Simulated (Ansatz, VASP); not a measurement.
**SiC: VASP beside Ansatz**

```
Si C
1.0
     0.00000    2.08906    2.08906
     2.08906    0.00000    2.08906
     2.08906    2.08906    0.00000
Si C
1 1
Cartesian
  0.0000 0.0000 0.0000
  1.0445 1.0445 1.0445
```

Alike in both runs: task single point; functional LDA; k mesh 10 × 10 × 10; no spin polarisation.

|  | VASP | Ansatz |
| --- | --- | --- |
| version | VASP 6.6.1 | Ansatz 0.2.0 |
| potentials or method | VASP PAW LDA potentials, release 64 (Si, C), cutoff 600 eV | scalar-relativistic, plane waves, PAW |
| occupations | gaussian, width 0.01 eV | fixed |
| valence electrons in the cell | 8 | 8 |

VASP gave:

| Property | Result |
| --- | --- |
| gap on the k mesh at the Fermi level (eV) | 1.19 |
| least direct gap on the mesh (eV) | 4.62 |

Task: What did Ansatz give for the same quantities?

Result: gap on the k mesh at the Fermi level (eV): 1.20; least direct gap on the mesh (eV): 4.64.

LDA's correlation is that of Perdew and Zunger in VASP and of Perdew and Wang (1992) in Ansatz.
